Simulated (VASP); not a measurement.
A run of VASP 6.6.1:

The input INCAR:

```
ALGO = Normal
EDIFF = 1E-7
ENCUT = 520
GGA = PE
ISIF = 2
ISMEAR = -1
LASPH = T
LCHARG = T
LELF = T
LREAL = F
LVHAR = T
LWAVE = F
NBANDS = 12
NELM = 80
PREC = Accurate
SIGMA = 0.06122561905347299
```

The input KPOINTS:

```
k-points
0
Gamma
  40 40 40
```

The input POSCAR:

```
Ga
1.0
    2.7019243985      0.0000000000      0.0000000000
    0.0000000000      2.7019243985      0.0000000000
    0.0000000000      0.0000000000      2.7019243985
Ga
1
Direct
    0.0000000000      0.0000000000      0.0000000000
```

Potentials or basis: VASP PAW PBE potentials, release 64 (Ga_d).

Command:

```sh
$ cat potpaw_PBE.64/Ga_d/POTCAR > POTCAR
$ mpirun -np 1 vasp_std > vasp.out
```

Hardware: 1 thread of Intel(R) Xeon(R) 6975P-C (Granite Rapids), with other jobs on the host.

Problem. How long does it take, and how much memory?

Solution. Wall time 91 s on 1 thread of Intel(R) Xeon(R) 6975P-C (Granite Rapids), on a shared host, peak memory 0.47 GiB. Counts: scf iterations 12, k points 1771.
